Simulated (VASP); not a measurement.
Here is a VASP 6.6.1 calculation.

File INCAR:

```
PREC     = Accurate       # precision mode
ENCUT    = 600            # plane-wave cutoff, eV
EDIFF    = 1E-7           # SCF threshold, eV
ISMEAR   = -1             # smearing method
SIGMA    = 0.05           # smearing width, eV
LREAL    = F              # projectors in reciprocal space
LASPH    = T              # aspherical terms in the spheres
NELM     = 100            # most SCF steps
ALGO     = Normal         # electronic algorithm
ISIF     = 3              # what is computed and relaxed
LWAVE    = F              # write WAVECAR
LCHARG   = F              # write CHGCAR
IBRION   = 2              # ionic algorithm
NSW      = 32             # ionic steps
EDIFFG   = -0.005         # ionic threshold
PSTRESS  = 1600.0
```

Contents of KPOINTS:

```
regular mesh
0
Gamma
  9 9 12
```

File POSCAR:

```
Y
1.0
    4.1682020820      0.0000000000      0.0000000000
   -2.0841010410      3.6097688911      0.0000000000
    0.0000000000      0.0000000000      2.4389603574
Y
3
Direct
    0.0000000000      0.0000000000      0.0000000000
    0.3333333333      0.6666666667      0.5000000000
    0.6666666667      0.3333333333      0.5000000000
```

Potentials or basis: VASP PAW LDA potentials, release 64 (Y_sv).

The run is started by

```bash
$ cat potpaw_LDA.64/Y_sv/POTCAR > POTCAR
$ mpirun -np 1 vasp_std > vasp.out
```

Task: Predict the relaxed volume.

Result: 12.27 Å³/atom.

Task: Predict the space group after relaxing (to 0.1 Å).

Result: P6/mmm (No. 191).

Task: Predict the relaxed cell.

Result: a = 4.171 Å, b = 4.171 Å, c = 2.443 Å, α = 90.00°, β = 90.00°, γ = 120.00°.

Final structure:
```cif
data_structure
_symmetry_space_group_name_H-M 'P 1'
_symmetry_Int_Tables_number 1
_cell_length_a 4.1706
_cell_length_b 4.1706
_cell_length_c 2.4430
_cell_angle_alpha 90.000
_cell_angle_beta 90.000
_cell_angle_gamma 120.000
_cell_volume 36.80
loop_
_atom_site_label
_atom_site_type_symbol
_atom_site_fract_x
_atom_site_fract_y
_atom_site_fract_z
_atom_site_occupancy
Y1 Y 0.00000 0.00000 0.00000 1
Y2 Y 0.33333 0.66667 0.50000 1
Y3 Y 0.66667 0.33333 0.50000 1
```

Caveat: the cell is relaxed towards a set pressure, so the run minimises the enthalpy, not the energy.
